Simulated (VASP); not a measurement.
The system is Pb.

```
Pb
1.0
     3.48000    0.00000    0.00000
    -1.74000    3.01377    0.00000
     0.00000    0.00000    5.59000
Pb
2
Cartesian
  0.0000 2.0092 1.3975
  1.7400 1.0046 4.1925
```

Base run:

```yaml
Program: VASP 6.6.1
Functional: BLYP
Potentials_or_basis: VASP PAW PBE potentials, release 64 (Pb_d)
Cutoff: 520 eV
k_mesh: 9 × 9 × 5
Occupations: methfessel-paxton, width 0.1 eV
Spin: no spin polarisation
```

Its results: band gap on the k mesh zero (band 14 reaches 13.75 eV, above the bottom of band 15 at 6.22 eV); pressure 8.1 GPa.

Q: The run is repeated on the same cell with these changes: functional from BLYP to PBEsol. What comes out?

A: Band gap on the k mesh zero (band 14 reaches 13.20 eV, above the bottom of band 15 at 5.43 eV); pressure 0.9 GPa.

PBEsol binds more tightly than BLYP, so the same cell stands under less pressure.

Caveats: the PAW data sets were made with another functional, which shifts forces and pressure a little; spin-orbit coupling is left out, which moves the levels of the heavy elements.
